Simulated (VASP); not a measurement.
Write the native input for VASP 6.6.1 that does the following.

| Property | Result |
| --- | --- |
| Task | single point |
| Functional | r2SCAN |
| Potentials or basis | VASP PAW PBE potentials, release 64 (Hf_pv, O) |
| Cutoff | 520 eV |
| k mesh | 8 × 8 × 8 |
| Occupations | gaussian, width 0.05 eV |
| Spin | no spin polarisation |
| Dipole correction | no |
| Further INCAR settings | ALGO = Normal; EDIFF = 1e-07; NBANDS = 18 |

HfO2:

```xyz
3
Lattice="0.0000 2.6214 2.5575 2.6214 0.0000 2.5575 2.6214 2.6214 0.0000" Properties=species:S:1:pos:R:3 pbc="T T T"
Hf    0.0000    0.0000    0.0000
O     1.3107    1.3107    1.2788
O     3.9322    3.9322    3.8363
```

This cell differs from its parent crystal: strain +0.025 along x and y, +0.000 along z.

The input as run:

POSCAR

```
HfO2
1.0
    0.0000000000      2.6214375000      2.5575000000
    2.6214375000      0.0000000000      2.5575000000
    2.6214375000      2.6214375000      0.0000000000
Hf O
1 2
Direct
    0.0000000000      0.0000000000      0.0000000000
    0.2500000000      0.2500000000      0.2500000000
    0.7500000000      0.7500000000      0.7500000000
```

INCAR.step1

```
SYSTEM = HfO2
PREC = Accurate
ENCUT = 520
ISMEAR = 0
SIGMA = 0.05
LREAL = .False.
LASPH = .True.
NELM = 100
NBANDS = 18
GGA = PE
ALGO = Normal
EDIFF = 1E-4
LWAVE = .True.
LCHARG = .False.
```

INCAR.step2

```
SYSTEM = HfO2
PREC = Accurate
ENCUT = 520
EDIFF = 1E-7
ISMEAR = 0
SIGMA = 0.05
LREAL = .False.
LASPH = .True.
NELM = 100
ALGO = Normal
ISIF = 2
LWAVE = .False.
LCHARG = .False.
METAGGA = R2SCAN
LMIXTAU = .True.
NBANDS = 18
ISTART = 1
```

KPOINTS

```
Automatic mesh
0
Gamma
  8 8 8
  0 0 0
```

Potentials or basis: VASP PAW PBE potentials, release 64 (Hf_pv, O).

Run with:

```console
$ cat potpaw_PBE.64/Hf_pv/POTCAR potpaw_PBE.64/O/POTCAR > POTCAR
$ cp INCAR.step1 INCAR
$ mpirun -np 1 vasp_std > vasp.out
$ cp INCAR.step2 INCAR
$ mpirun -np 1 vasp_std > vasp.out
```

Results of the run:

```yaml
Pressure: -22.0 GPa
Band_gap_on_the_k_mesh: 3.87 eV, indirect (the least direct gap lies 4.4 meV higher)
```

Caveat: the cell differs from its parent crystal (strain +0.025 along x and y, +0.000 along z); the PAW data sets were made with another functional, which shifts forces and pressure a little; spin-orbit coupling is left out, which moves the levels of the heavy elements.

Run time: 86 s on 1 thread of Intel(R) Xeon(R) 6975P-C (Granite Rapids), on a shared host, peak memory 0.19 GiB.
